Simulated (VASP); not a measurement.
Input of a VASP 6.6.1 run:

The input INCAR:

```
SYSTEM = MnO
ALGO     = Normal         ! electronic algorithm
EDIFF    = 1E-6           ! SCF threshold, eV
ENCUT    = 520            ! plane-wave cutoff, eV
GGA      = RP             ! functional
ISIF     = 2              ! what is computed and relaxed
ISMEAR   = -1             ! smearing method
ISPIN    = 2              ! spin polarisation
LASPH    = .TRUE.         ! aspherical terms in the spheres
LCHARG   = .TRUE.         ! write CHGCAR
LELF     = .TRUE.         ! ELF
LMAXMIX  = 4              ! l up to which the mixer works
LORBIT   = 11             ! projections on sites
LREAL    = .FALSE.        ! projectors in reciprocal space
LVHAR    = .TRUE.       
LWAVE    = .FALSE.        ! write WAVECAR
MAGMOM   = 4 0            ! initial moments
NBANDS   = 20             ! bands
NELM     = 150            ! most SCF steps
PREC     = Accurate       ! precision mode
SIGMA    = 0.05           ! smearing width, eV
```

Contents of KPOINTS:

```
k-points
0
G
  10 10 10
  0 0 0
```

The input POSCAR:

```
MnO
1.0
    0.0000000000      2.2239077028      2.2239077028
    2.2239077028      0.0000000000      2.2239077028
    2.2239077028      2.2239077028      0.0000000000
Mn O
1 1
Direct
    0.0000000000      0.0000000000      0.0000000000
    0.5000000000      0.5000000000      0.5000000000
```

Potentials or basis: VASP PAW PBE potentials, release 64 (Mn_pv, O).

The run is started by

```console
$ cat potpaw_PBE.64/Mn_pv/POTCAR potpaw_PBE.64/O/POTCAR > POTCAR
$ mpirun -np 1 vasp_std > vasp.out
```

(1) Predict the net moment.

(2) Estimate the pressure.

(3) Estimate the site moments.

## Answers

(1) 4.82 μB per cell.

(2) 5.8 GPa.

(3) Mn +4.38; O +0.20 μB.

Caveat: the cell stands under pressure; the PAW data sets were made with another functional, which shifts forces and pressure a little; a cell with one magnetic atom can't hold antiferromagnetic order, which such compounds often take.
